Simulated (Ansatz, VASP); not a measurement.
## MgO: VASP beside Ansatz

```xyz
16
Lattice="0.0000 0.0000 4.1548 -6.1291 0.0000 0.0000 3.0646 -7.1959 -2.0774" Properties=species:S:1:pos:R:3 pbc="T T T"
Mg   -2.0454   -1.0186    0.0000
Mg   -1.0191   -6.1773    2.0774
Mg    1.0191   -6.1773    0.0000
Mg   -4.0837   -1.0186    2.0774
Mg   -1.0034   -2.7355    2.0774
Mg   -2.0612   -4.4603    0.0000
Mg   -4.0680   -4.4603    2.0774
Mg    1.0034   -2.7355    0.0000
O    -1.0083   -2.7368    0.0000
O    -2.0563   -4.4591    2.0774
O    -4.0728   -4.4591    0.0000
O     1.0083   -2.7368    2.0774
O    -2.0221   -1.0184    2.0774
O    -1.0424   -6.1774    0.0000
O     1.0424   -6.1774    2.0774
O    -4.1070   -1.0184    0.0000
```

Alike in both runs: task single point; functional r2SCAN; k mesh 6 × 6 × 6; occupations gaussian, width 0.05 eV; no spin polarisation.

|  | VASP | Ansatz |
| --- | --- | --- |
| version | VASP 6.6.1 | Ansatz 0.2.0 |
| potentials or method | VASP PAW PBE potentials, release 64 (Mg, O), cutoff 520 eV | scalar-relativistic, plane waves, PAW |
| valence electrons in the cell | 64 | 128 |

```csv
,VASP,Ansatz,Ansatz less VASP
gap on the k mesh at the Fermi level (eV),3.74,3.75,+0.011
pressure (GPa),-0.6,0.1,+0.78
"traceless stress, the component that is largest in VASP (GPa)",0.06,-0.07,-0.128
rms of the force components (eV/Å),0.020,0.016,-0.0037
```

VASP's potentials were made for PBE, not for r2SCAN. Atom by atom the forces differ by 0.006 eV/Å (rms over components). VASP's potentials hold 64 valence electrons a cell and Ansatz's 128, so a difference there can come from the potentials and not from the codes.
